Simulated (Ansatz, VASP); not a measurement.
## SnGeTe2: VASP beside Ansatz

```
CELL_PARAMETERS angstrom
4.40293 0.00000 0.00000
0.00000 4.40293 0.00000
0.00000 0.00000 12.44837
ATOMIC_POSITIONS crystal
Sn 0.50000 0.50000 0.25000
Sn 0.50000 0.50000 0.75000
Ge 0.00000 0.00000 0.00000
Ge 0.00000 0.00000 0.50000
Te 0.00000 0.00000 0.25000
Te 0.00000 0.00000 0.75000
Te 0.50000 0.50000 0.00000
Te 0.50000 0.50000 0.50000
```

Alike in both runs: task single point; functional PBE; k mesh 6 × 6 × 2; occupations gaussian, width 0.2 eV; no spin polarisation.

```csv
,VASP,Ansatz
version,VASP 6.6.1,Ansatz 0.2.0
potentials or method,"VASP PAW PBE potentials, release 64 (Sn_d, Ge_d, Te), cutoff 520 eV","scalar-relativistic, plane waves, PAW"
valence electrons in the cell,80,120
```

```csv
,VASP,Ansatz,Ansatz less VASP
pressure (GPa),-0.1,-0.1,+0.04
"traceless stress, the component that is largest in VASP (GPa)",0.22,0.22,0.000
```

With one functional, cell and mesh, what is left measures potentials, basis and numerics. VASP's potentials hold 80 valence electrons a cell and Ansatz's 120, so a difference there can come from the potentials and not from the codes.

Spin-orbit coupling is off throughout.
